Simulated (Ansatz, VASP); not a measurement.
## Al in VASP and in Ansatz

```
CELL_PARAMETERS angstrom
2.89320 0.00000 0.00000
-1.44660 2.50558 0.00000
0.00000 0.00000 8.04340
ATOMIC_POSITIONS crystal
Al 0.00000 0.00000 0.00000
Al 0.33333 0.66667 0.25000
Al 0.00000 0.00000 0.50000
Al 0.66667 0.33333 0.75000
```

Alike in both runs: task single point; functional PBE; dispersion D3(BJ); k mesh 18 × 18 × 4; occupations gaussian, width 0.15 eV; no spin polarisation.

|  | VASP | Ansatz |
| --- | --- | --- |
| version | VASP 6.6.1 | Ansatz 0.2.0 |
| potentials or method | VASP PAW PBE potentials, release 64 (Al), cutoff 520 eV | scalar-relativistic, plane waves, PAW |
| valence electrons in the cell | 12 | 12 |

```tsv
	VASP	Ansatz	Ansatz less VASP
gap on the k mesh at the Fermi level (eV)	none	none	-
pressure (GPa)	12.2	12.2	-0.02
traceless stress, the component that is largest in VASP (GPa)	13.18	13.18	+0.003
```

A gap of «none» marks a metal or a gap that the smearing closes.
